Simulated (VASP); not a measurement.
# PtSe (P-6m2) in VASP: settings compared

The runs below take PtSe through density of states, single point, with PBE, PBEsol+U.

Everything below comes from runs of VASP 6.6.1. Logs are shortened: lines on timing, memory, paths and dates and some standing lists are left out, and cuts for length are marked.

### Step 1. The cell of the first run

The structure is hexagonal, space group P-6m2 (No. 187). Conventional cell: a = 3.702 Å, b = 3.702 Å, c = 3.613 Å, α = 90.00°, β = 90.00°, γ = 120.00°. Pt (site symmetry -6m2) has 6 Se at 2.80 Å and 2 Pt at 3.61 Å within 3.7 Å. Se (site symmetry -6m2) has 6 Pt at 2.80 Å and 2 Se at 3.61 Å within 3.7 Å.

### Step 2. Density of states, PBE

File POSCAR:

```
PtSe
1.0
    3.7018703300      0.0000000000      0.0000000000
   -1.8509351600      3.2059137500      0.0000000000
    0.0000000000      0.0000000000      3.6128420300
Pt Se
1 1
Direct
    0.0000000000      0.0000000000      0.0000000000
    0.6666666667      0.3333333333      0.5000000000
```

File INCAR.step1:

```
PREC = Accurate ; ENCUT = 520
EDIFF = 1E-6 ; ISMEAR = -1
SIGMA = 0.05 ; LREAL = F
LASPH = T ; NELM = 100
ALGO = Normal ; ISIF = 2
LWAVE = F ; LCHARG = T
LMAXMIX = 4 ; GGA = PE
NBANDS = 15
```

File KPOINTS.step1:

```
regular mesh
0
Gamma
  8 8 7
```

File INCAR.step2:

```
PREC = Accurate ; ENCUT = 520
EDIFF = 1E-6 ; ISMEAR = -5
SIGMA = 0.05 ; LREAL = F
LASPH = T ; NELM = 100
ALGO = Normal ; ISIF = 2
LWAVE = F ; LCHARG = F
LMAXMIX = 4 ; GGA = PE
LORBIT = 10 ; NEDOS = 1001
ICHARG = 11
```

File KPOINTS.step2:

```
regular mesh
0
Gamma
  12 12 11
```

Potentials or basis: VASP PAW PBE potentials, release 64 (Pt, Se).

The run is started by

```
$ cat potpaw_PBE.64/Pt/POTCAR potpaw_PBE.64/Se/POTCAR > POTCAR
$ cp INCAR.step1 INCAR
$ cp KPOINTS.step1 KPOINTS
$ mpirun -np 1 vasp_std > vasp.out
$ cp INCAR.step2 INCAR
$ cp KPOINTS.step2 KPOINTS
$ mpirun -np 1 vasp_std > vasp.out
```

OUTCAR:

```text
PREC = Accurate
   ENCUT = 520
   EDIFF = 1E-6
   ISMEAR = -5
   LREAL = F
   LASPH = T
   NELM = 100
   ISIF = 2
   GGA = PE
   LORBIT = 10
   ICHARG = 11

 ion  position               nearest neighbor table
   1  0.000  0.000  0.000-   2 2.80   2 2.80   2 2.80   2 2.80   2 2.80   2 2.80
   2  0.667  0.333  0.500-   1 2.80   1 2.80   1 2.80   1 2.80   1 2.80   1 2.80

  LATTYP: Found a hexagonal cell.
 ALAT       =     3.7018703300
 C/A-ratio  =     0.9759504542

  Lattice vectors:

 A1 = (   3.7018703300,   0.0000000000,   0.0000000000)
 A2 = (  -1.8509351600,   3.2059137500,   0.0000000000)
 A3 = (   0.0000000000,   0.0000000000,   3.6128420300)

Analysis of symmetry for initial positions (statically):
=====================================================================
 Subroutine PRICEL returns:
 Original cell was already a primitive cell.

 Routine SETGRP: Setting up the symmetry group for a
 hexagonal supercell.

 Subroutine GETGRP returns: Found 12 space group operations
 (whereof 12 operations were pure point group operations)
 out of a pool of 24 trial point group operations.

The static configuration has the point symmetry D_3h.

Analysis of symmetry for dynamics (positions and initial velocities):
=====================================================================
 Subroutine PRICEL returns:
 Original cell was already a primitive cell.

 Routine SETGRP: Setting up the symmetry group for a
 hexagonal supercell.

 Subroutine GETGRP returns: Found 12 space group operations
 (whereof 12 operations were pure point group operations)
 out of a pool of 24 trial point group operations.

The dynamic configuration has the point symmetry D_3h.

 Subroutine INISYM returns: Found 12 space group operations
 (whereof 12 operations are pure point group operations),
 and found     1 'primitive' translations

----------------------------------------------------------------------------------------

                                     Primitive cell

  volume of cell :      42.8768

  direct lattice vectors                    reciprocal lattice vectors
     3.701870330  0.000000000  0.000000000     0.270133719  0.155961775  0.000000000
    -1.850935160  3.205913750  0.000000000     0.000000000  0.311923551  0.000000000
     0.000000000  0.000000000  3.612842030     0.000000000  0.000000000  0.276790403

  length of vectors
     3.701870330  3.701870330  3.612842030     0.311923551  0.311923551  0.276790403

  position of ions in fractional coordinates (direct lattice)
     0.000000000  0.000000000  0.000000000
     0.666666667  0.333333333  0.500000000

  ion indices of the primitive-cell ions
   primitive index   ion index
                 1           1
                 2           2

----------------------------------------------------------------------------------------

 KPOINTS: regular mesh

Automatic generation of k-mesh.
 Grid dimensions read from file:
 generate k-points for:   12   12   11

 Generating k-lattice:

  Cartesian coordinates                     Fractional coordinates (reciprocal lattice)
     0.022511143  0.012996815  0.000000000     0.083333333  0.000000000  0.000000000
     0.000000000  0.025993629  0.000000000     0.000000000  0.083333333  0.000000000
     0.000000000  0.000000000  0.025162764     0.000000000  0.000000000  0.090909091

  Length of vectors
     0.025993629  0.025993629  0.025162764

  Shift w.r.t. Gamma in fractional coordinates (k-lattice)
     0.000000000  0.000000000  0.000000000

 TETIRR: Found   1541 inequivalent tetrahedra from     9504

 Subroutine IBZKPT returns following result:
 ===========================================

 Found    114 irreducible k-points:

 Following reciprocal coordinates:
            Coordinates               Weight
  0.000000  0.000000  0.000000      1.000000
  0.083333 -0.000000  0.000000      6.000000
  0.166667 -0.000000  0.000000      6.000000
  0.250000 -0.000000  0.000000      6.000000
  0.333333 -0.000000  0.000000      6.000000
  0.416667 -0.000000  0.000000      6.000000
[... 16 lines left out ...]
  0.250000 -0.000000  0.090909     12.000000
  0.333333 -0.000000  0.090909     12.000000
 [... further k-points ...]
   k-points           NKPTS =    114   k-points in BZ     NKDIM =    114   number of bands    NBANDS=     12
   number of dos      NEDOS =   1001   number of ions     NIONS =      2
   total plane-waves  NPLWV =  21952
   dimension x,y,z NGX =    28 NGY =   28 NGZ =   28
   dimension x,y,z NGXF=    56 NGYF=   56 NGZF=   56
   ions per type =               1   1
   NGX,Y,Z   is equivalent  to a cutoff of  12.57, 12.57, 12.88 a.u.
   NGXF,Y,Z  is equivalent  to a cutoff of  25.15, 25.15, 25.77 a.u.
 SYSTEM =  unknown system
   PREC   = accura    normal or accurate (medium, high low for compatibility)
   ISTART =      0    job   : 0-new  1-cont  2-samecut
   ICHARG =     11    charge: 1-file 2-atom 10-const
   ISPIN  =      1    spin polarized calculation?
   LNONCOLLINEAR =      F non collinear calculations
   LSORBIT =      F    spin-orbit coupling
   LASPH  =      T    aspherical Exc in radial PAW
   ENCUT  =  520.0 eV  38.22 Ry    6.18 a.u.   6.88  6.88  6.72*2*pi/ulx,y,z
   NELM   =    100;   NELMIN=  2; NELMDL=  0     # of ELM steps
   EDIFF  = 0.1E-05   stopping-criterion for ELM
   LREAL  =      F    real-space projection
   EDIFFG = 0.1E-04   stopping-criterion for IOM
   NSW    =      0    number of steps for IOM
   IBRION =     -1    ionic relax: 0-MD 1-quasi-New 2-CG
   NFREE  =      0    steps in history (QN), initial steepest desc. (CG)
   ISIF   =      2    stress and relaxation
   ISYM   =      2    0-nonsym 1-usesym 2-fastsym
   POTIM  = 0.5000    time-step for ionic-motion
   TEBEG  =    0.0;   TEEND  =   0.0 temperature during run
   PSTRESS=    0.0 pullay stress
   NELECT =      16.0000    total number of electrons
   NUPDOWN=      -1.0000    fix difference up-down
   EMIN   =  10.00;   EMAX   =-10.00  energy-range for DOS
   EFERMI =   0.00;   METHOD = LEGACY
   ISMEAR =    -5;   SIGMA  =   0.05  broadening in eV -4-tet -1-fermi 0-gaus
   EFERMI_NEDOS =   21; number of points for ismear=-14 and -15
   IALGO  =     38    algorithm
   IMIX   =      4    mixing-type and parameters
     AMIX     =   0.40;   BMIX     =  1.00
     AMIX_MAG =   1.60;   BMIX_MAG =  1.00
  volume/ion in A,a.u.               =      21.44       144.67
  Fermi-wavevector in a.u.,A,eV,Ry     =   1.178621  2.227271 18.900497  1.389147
  Thomas-Fermi vector in A             =   2.314947
   LORBIT       =     10    0 simple, 1 ext, 2 COOP (PROOUT), +10 PAW based schemes
   GGA     = PE    functional components
   LHFCALC =     F    Hartree Fock is set to
   AEXX    =    0.0000 exact exchange contribution
   IVDW    =     0    specifies the selected vdW correction
   LEPSILON=     F    determine dielectric tensor
   LRPA    =     F    only Hartree local field effects (RPA)
 non-spin polarized calculation
 Fermi weights with tetrahedron method with Bloechl corrections
  energy-cutoff  :      520.00
  volume of cell :       42.88
 maximum number of plane-waves:      1166
 NGX is ok and might be reduce to    28

 number of electron      16.0000001 magnetization

 Free energy of the ion-electron system (eV)
  ---------------------------------------------------
  ext. energy  EPLUGINS =         0.00000000
  ---------------------------------------------------
  free energy    TOTEN  =        -8.99138566 eV

  energy without entropy =       -8.99138566  energy(sigma->0) =       -8.99138566

 E-fermi :   5.7779     XC(G=0): -10.7496

 val. band max:        5.7796121149   @ k =   0.3333   0.3333   0.3636
 cond. band min:       5.7294165400   @ k =   0.1667   0.0833   0.0909
 fundamental gap:     -0.0501955748
 Fermi energy:         5.7779125342

 k-point     1 :       0.0000    0.0000    0.0000
  band No.  band energies     occupation
      1      -8.7321      2.00000
      2       2.1635      2.00000
      3       2.1635      2.00000
      4       2.3457      2.00000
      5       3.7065      2.00000
      6       3.7277      2.00000
      7       3.7277      2.00000
      8       5.6389      1.80561
      9       6.3389      0.00000
     10       6.3389      0.00000
     11      13.1159      0.00000
     12      13.4861      0.00000

 k-point     2 :       0.0833   -0.0000    0.0000
  band No.  band energies     occupation
      1      -8.6755      2.00000
      2       1.9174      2.00000
      3       2.2101      2.00000
      4       2.4276      2.00000
      5       3.1389      2.00000
      6       3.7160      2.00000
      7       4.3698      2.00000
      8       5.1973      2.04489
      9       6.2137      0.00000
     10       6.8718      0.00000
     11      12.7858      0.00000
     12      13.7561      0.00000

 k-point     3 :       0.1667   -0.0000    0.0000
  band No.  band energies     occupation
      1      -8.5144      2.00000
      2       1.3500      2.00000
      3       2.3447      2.00000
      4       2.5649      2.00000
      5       2.6542      2.00000
      6       3.6843      2.00000
      7       4.6916      2.00000
      8       5.0653      2.00000
      9       5.8916      0.17111
     10       7.5666      0.00000
     11      12.5051      0.00000
     12      13.9937      0.00000
[... 286 lines left out ...]
 k-point    23 :       0.2500   -0.0000    0.0909
  band No.  band energies     occupation
      1      -8.2308      2.00000
      2       0.6839      2.00000
      3       1.9824      2.00000
      4       2.4941      2.00000
      5       2.8051      2.00000
      6       3.6061      2.00000
      7       4.4200      2.00000
      8       5.4577      2.00000
      9       5.6258      1.73249
     10       8.5256      0.00000
     11      12.2049      0.00000
     12      14.2742      0.00000

 k-point    24 :       0.3333   -0.0000    0.0909
  band No.  band energies     occupation
      1      -7.9756      2.00000
      2       0.0255      2.00000
      3       1.8288      2.00000
      4       2.6335      2.00000
      5       2.8132      2.00000
      6       3.6587      2.00000
      7       4.3377      2.00000
      8       5.2490      2.00000
      9       5.8928      0.02229
     10       8.8418      0.00000
     11      11.7923      0.00000
     12      14.3137      0.00000

 [... further k-points ...]
[... 5 lines left out ...]
  --------------------------------------------------------------------------------------
  -------------------------------------------------------------------------------------
  Total       -2.6688899     -2.6688899     -3.9563414     -0.0000000      0.0000000      0.0000000
  in kB      -99.7284860    -99.7284862   -147.8367272     -0.0000002      0.0000000      0.0000000
  external PRESSURE =    -115.7645664 kB  Pullay stress =       0.0000000 kB

 VOLUME and BASIS-vectors are now :
 -----------------------------------------------------------------------------
  energy-cutoff  :      520.00
  volume of cell :       42.88
      direct lattice vectors                 reciprocal lattice vectors
     3.701870330  0.000000000  0.000000000     0.270133719  0.155961775  0.000000000
    -1.850935160  3.205913750  0.000000000     0.000000000  0.311923551  0.000000000
     0.000000000  0.000000000  3.612842030     0.000000000  0.000000000  0.276790403

 POSITION                                       TOTAL-FORCE (eV/Angst)
 -----------------------------------------------------------------------------------
      0.00000      0.00000      0.00000         0.000000      0.000000      0.000000
      1.85094      1.06864      1.80642        -0.000000     -0.000000      0.000000
 -----------------------------------------------------------------------------------
    total drift:                               -0.000040      0.000023      0.000000

  FREE ENERGIE OF THE ION-ELECTRON SYSTEM (eV)
  ---------------------------------------------------
  free  energy   TOTEN  =        -8.9913856608 eV

  energy  without entropy=       -8.9913856608  energy(sigma->0) =       -8.99138566

 total charge

# of ion       s       p       d       tot
------------------------------------------
    1        0.503   0.288   8.126   8.917
    2        1.520   2.047   0.060   3.627
--------------------------------------------------
tot          2.023   2.335   8.186  12.543
```

Run time: 25 s. Hardware: 1 thread of Intel Xeon 6975P-C (Granite Rapids), shared host; peak memory 0.19 GiB.

What came out:

| Quantity | Value |
| --- | --- |
| Valence electrons inside the program's atomic spheres | Pt 8.92; Se 3.63 |

Levels at points of the mesh, in eV from the Fermi level:
```
           k point  band 4  band 5  band 6  band 7  band 8  band 9  band 10  band 11  band 12
(0.00, 0.00, 0.00)   -3.43   -2.07   -2.05   -2.05   -0.14    0.56     0.56     7.34     7.71
(0.50, 0.00, 0.00)   -3.16   -2.65   -2.22   -1.31   -1.17    1.17     2.64     5.93     8.49
```

Caveat: spin-orbit coupling is left out, which moves the levels of the heavy elements; tetrahedron occupations give inexact forces and stress in metals.

### Step 3. Single point, PBEsol+U, collinear spin, ferromagnetic start

File INCAR:

```
  PREC = Accurate
  ENCUT = 520
  EDIFF = 1E-7
  ISMEAR = 0
  SIGMA = 0.05
  LREAL = F
  LASPH = T
  NELM = 150
  ALGO = Normal
  ISIF = 2
  LWAVE = F
  LCHARG = T
  ISPIN = 2
  MAGMOM = 0.5 0
  LORBIT = 11
  LMAXMIX = 4
  LDAU = T
  LDAUTYPE = 2
  LDAUL = 2 -1
  LDAUU = 2 0
  LDAUJ = 0 0
  LDAUPRINT = 1
  GGA = PS
  LELF = T
  LVHAR = T
  NBANDS = 19
```

File KPOINTS:

```
Automatic mesh
0
Gamma
  6 6 5
```

POSCAR is that of step 2.

Potentials or basis: VASP PAW PBE potentials, release 64 (Pt, Se).

The run is started by

```
$ cat potpaw_PBE.64/Pt/POTCAR potpaw_PBE.64/Se/POTCAR > POTCAR
$ mpirun -np 1 vasp_std > vasp.out
```

Run time: 19 s. Hardware: 1 thread of Intel Xeon 6975P-C (Granite Rapids), shared host; peak memory 0.18 GiB.

It converged, with:

```yaml
Free_energy: -8.6128 eV
Pressure: -17.3 GPa
Band_gap_on_the_k_mesh: zero (filled and empty bands overlap)
Net_moment: 0.00 μB per cell
Valence_electrons_inside_the_program's_atomic_spheres: Pt 9.03; Se 3.60
```

Stress tensor (GPa, compression positive):
```
-15.33   0.00   0.00
  0.00 -15.33   0.00
  0.00   0.00 -21.16
```

Levels at points of the mesh, in eV from the Fermi level:
Spin up:
| k point | band 4 | band 5 | band 6 | band 7 | band 8 | band 9 | band 10 | band 11 | band 12 | band 13 |
| --- | --- | --- | --- | --- | --- | --- | --- | --- | --- | --- |
| (0.00, 0.00, 0.00) | -3.57 | -1.99 | -1.99 | -1.79 | 0.16 | 0.72 | 0.72 | 7.50 | 7.98 | 7.98 |
| (0.50, 0.00, 0.00) | -3.26 | -2.50 | -2.16 | -1.40 | -1.14 | 1.37 | 2.92 | 6.23 | 8.79 | 9.18 |
Spin down:
| k point | band 5 | band 6 | band 7 | band 8 | band 9 | band 10 | band 11 | band 12 |
| --- | --- | --- | --- | --- | --- | --- | --- | --- |
| (0.00, 0.00, 0.00) | -1.99 | -1.99 | -1.79 | 0.16 | 0.72 | 0.72 | 7.50 | 7.98 |
| (0.50, 0.00, 0.00) | -2.50 | -2.16 | -1.40 | -1.14 | 1.37 | 2.92 | 6.23 | 8.79 |

Eigenvalues of the final occupation matrices:
```tsv
site	spin	trace	eigenvalues
site 1 d	1	4.16	0.77 0.77 0.86 0.86 0.91
site 1 d	2	4.16	0.77 0.77 0.86 0.86 0.91
```

Caveat: the PAW data sets were made with another functional, which shifts forces and pressure a little; spin-orbit coupling is left out, which moves the levels of the heavy elements. The state reached can hang on the start; a lower one may exist.
